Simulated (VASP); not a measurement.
Set up this calculation in VASP 6.6.1, as the native input.

```
Task                   : relaxation of cell and atoms
Functional             : PBEsol
Dispersion             : D3(BJ)
Potentials or basis    : VASP PAW PBE potentials, release 64 (Li_sv, F)
Cutoff                 : 600 eV
k mesh                 : 8 × 8 × 8
Occupations            : methfessel-paxton, width 0.02 eV
Spin                   : no spin polarisation
Dipole correction      : no
Further INCAR settings : ALGO = Normal; EDIFF = 1e-07; IBRION = 2; EDIFFG = -0.01; NSW = 60; ISIF = 3
```

The structure of LiF lies in POSCAR:

```
LiF
1.0
    2.5595330000      0.0000000000      0.0000000000
    0.0000000000      2.5595330000      0.0000000000
    0.0000000000      0.0000000000      2.5595330000
Li F
1 1
Direct
    0.0000000000      0.0000000000      0.0000000000
    0.5000000000      0.5000000000      0.5000000000
```

These files were run (other wordings do the same):

INCAR

```
ALGO = Normal
EDIFF = 1E-7
EDIFFG = -0.01
ENCUT = 600
GGA = PS
IBRION = 2
ISIF = 3
ISMEAR = 1
IVDW = 12
LASPH = T
LCHARG = F
LREAL = F
LWAVE = F
NELM = 80
NSW = 60
PREC = Accurate
SIGMA = 0.02
```

KPOINTS

```
k-points
0
Gamma
  8 8 8
```

Potentials or basis: VASP PAW PBE potentials, release 64 (Li_sv, F).

Command:

```sh
$ cat potpaw_PBE.64/Li_sv/POTCAR potpaw_PBE.64/F/POTCAR > POTCAR
$ mpirun -np 1 vasp_std > vasp.out
```

Results of the run:

| Quantity | Value |
| --- | --- |
| Relaxed volume | 7.64 Å³/atom |
| Relaxed cell | a = 2.481 Å, b = 2.481 Å, c = 2.481 Å, α = 90.00°, β = 90.00°, γ = 90.00° |
| Space group after relaxing (to 0.05 Å) | Pm-3m (No. 221) |
| Energy gained by relaxing | 15.9 meV/atom |
| Ionic steps | 4 |
| Pressure after relaxing | 0.0 GPa |
| Band gap on the k mesh | 8.17 eV, indirect (least direct gap 8.95 eV) |
| Dispersion energy per atom | -0.154 eV |

Caveat: the cutoff is under 1.25 times the usual one of these potentials, so pressure, stress and relaxed cells hold a basis-set (Pulay) error; the PAW data sets were made with another functional, which shifts forces and pressure a little.

Run time: 19 s on 1 thread of Intel(R) Xeon(R) Platinum 8259CL CPU @ 2.50GHz (Skylake/Cascade Lake), with other jobs on the host, peak memory 0.13 GiB.
